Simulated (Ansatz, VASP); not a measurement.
One calculation of C, two programs

INCAR

```
SYSTEM = C
PREC     = Accurate       ! precision mode
ENCUT    = 600            ! plane-wave cutoff, eV
EDIFF    = 1E-6           ! SCF threshold, eV
ISMEAR   = 0              ! smearing method
SIGMA    = 0.1            ! smearing width, eV
LREAL    = .False.        ! projectors in reciprocal space
LASPH    = .True.         ! aspherical terms in the spheres
NELM     = 100            ! most SCF steps
ALGO     = Normal         ! electronic algorithm
ISIF     = 3              ! what is computed and relaxed
LWAVE    = .False.        ! write WAVECAR
LCHARG   = .False.        ! write CHGCAR
GGA      = PS             ! functional
IBRION   = 2              ! ionic algorithm
NSW      = 90             ! ionic steps
EDIFFG   = -0.04          ! ionic threshold
```

The input KPOINTS:

```
Automatic mesh
0
Gamma
  6 6 6
  0 0 0
```

Contents of POSCAR:

```
C
1.0
    2.8676954686      1.6556647507      4.8905740518
   -2.8676954686      1.6556647507      4.8905740518
    0.0000000000     -3.3113295014      4.8905740518
C
12
Direct
    0.0101900000      0.6536100000      0.0101900000
    0.0101900000      0.0101900000      0.6536100000
    0.6536100000      0.0101900000      0.0101900000
    0.9898100000      0.3463900000      0.9898100000
    0.3463900000      0.9898100000      0.9898100000
    0.9898100000      0.9898100000      0.3463900000
    0.2211800000      0.6306000000      0.2211800000
    0.2211800000      0.2211800000      0.6306000000
    0.6306000000      0.2211800000      0.2211800000
    0.7788200000      0.3694000000      0.7788200000
    0.3694000000      0.7788200000      0.7788200000
    0.7788200000      0.7788200000      0.3694000000
```

Input for Ansatz:

```yaml
crystal:
  lattice:
    - [2.8676954686, 1.6556647507, 4.8905740518]
    - [-2.8676954686, 1.6556647507, 4.8905740518]
    - [0.0, -3.3113295014, 4.8905740518]
  atoms:
    - { symbol: C, position: [0.01019, 0.65361, 0.01019] }
    - { symbol: C, position: [0.01019, 0.01019, 0.65361] }
    - { symbol: C, position: [0.65361, 0.01019, 0.01019] }
    - { symbol: C, position: [0.98981, 0.34639, 0.98981] }
    - { symbol: C, position: [0.34639, 0.98981, 0.98981] }
    - { symbol: C, position: [0.98981, 0.98981, 0.34639] }
    - { symbol: C, position: [0.22118, 0.6306, 0.22118] }
    - { symbol: C, position: [0.22118, 0.22118, 0.6306] }
    - { symbol: C, position: [0.6306, 0.22118, 0.22118] }
    - { symbol: C, position: [0.77882, 0.3694, 0.77882] }
    - { symbol: C, position: [0.3694, 0.77882, 0.77882] }
    - { symbol: C, position: [0.77882, 0.77882, 0.3694] }
basis:
  ecutwfc: 420
kpoints:
  mp_grid: { grid: [6, 6, 6] }
hamiltonian:
  xc: pbesol
scf:
  occupations: { method: gaussian, width: 0.1 }
  lower_state_search: "off"
output:
  forces: true
  stress: true
  eigenvalues: true
relax:
  adjacent_minimum: "off"
  f_tol: 0.04
  max_steps: 70
  cell: { stress_tol: 0.4 }
```

Alike in both runs: task relaxation of cell and atoms; functional PBEsol; k mesh 6 × 6 × 6; occupations gaussian, width 0.1 eV; no spin polarisation.

|  | VASP | Ansatz |
| --- | --- | --- |
| version | VASP 6.6.1 | Ansatz 0.2.0 |
| potentials or method | VASP PAW PBE potentials, release 64 (C), cutoff 600 eV | scalar-relativistic, plane waves, PAW |
| valence electrons in the cell | 48 | 48 |

VASP gave:

- gap on the k mesh at the Fermi level, each at its own relaxed structure (eV): none
- relaxed volume (Å³/atom): 11.67
- relaxed cell length with the largest relative difference (Å): 6.859

Problem. What did Ansatz give for the same quantities?

Solution. gap on the k mesh at the Fermi level, each at its own relaxed structure (eV): none; relaxed volume (Å³/atom): 12.66; relaxed cell length with the largest relative difference (Å): 7.330.

VASP's potentials were made for PBE, not for PBEsol. A gap of «none» marks a metal or a gap that the smearing closes. One of these differences is far larger than is usual between the two programs; its cause wasn't traced.
